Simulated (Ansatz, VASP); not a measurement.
Sb: VASP beside Ansatz

```
Sb
1.0
     0.00000    3.49847    3.49847
     3.49847    0.00000    3.49847
     3.49847    3.49847    0.00000
Sb
2
Direct
  0.12500 0.12500 0.12500
  0.87500 0.87500 0.87500
```

Alike in both runs: functional PBE; k mesh 8 × 8 × 8; occupations fermi-dirac, width 0.1 eV; no spin polarisation.

Ansatz relaxed the structure, and its values are those at the end. VASP's run is a single point on that final structure, the one shown.

```csv
,VASP,Ansatz
version,VASP 6.6.1,Ansatz 0.2.0
potentials or method,"VASP PAW PBE potentials, release 64 (Sb), cutoff 520 eV","plane waves (420 eV) with PAW, scalar-relativistic"
valence electrons in the cell,10,30
```

```csv
,VASP,Ansatz,Ansatz less VASP
pressure (GPa),0.0,0.0,-0.01
```

The functional is the same, so the differences come from potentials, cutoffs and numerics. VASP's potentials hold 10 valence electrons a cell and Ansatz's 30, so a difference there can come from the potentials and not from the codes.

Spin-orbit coupling is off throughout.
